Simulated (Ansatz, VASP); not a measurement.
One calculation of Sc, two programs

```
Sc
1.0
     4.61734    2.30867   -2.30867
     2.30867    4.61734    2.30867
     4.61734   -2.30867    2.30867
Sc
6
Direct
  0.50000 0.00000 0.50000
  0.83333 0.33333 0.50000
  0.00000 0.00000 0.00000
  0.33333 0.33333 0.00000
  0.66667 0.66667 0.00000
  0.16667 0.66667 0.50000
```

Alike in both runs: functional PBE; k mesh 8 × 8 × 6; occupations gaussian, width 0.1 eV; no spin polarisation.

Ansatz relaxed the structure, and its values are those at the end. VASP's run is a single point on that final structure, the one shown.

|  | VASP | Ansatz |
| --- | --- | --- |
| version | VASP 6.6.1 | Ansatz 0.2.0 |
| potentials or method | VASP PAW PBE potentials, release 64 (Sc_sv), cutoff 520 eV | scalar-relativistic, plane waves, PAW |
| valence electrons in the cell | 66 | 66 |

|  | VASP | Ansatz | Ansatz less VASP |
| --- | --- | --- | --- |
| gap on the k mesh at the Fermi level (eV) | none | none | - |
| pressure (GPa) | 0.1 | 0.1 | -0.03 |

A gap of «none» marks a metal or a gap that the smearing closes.
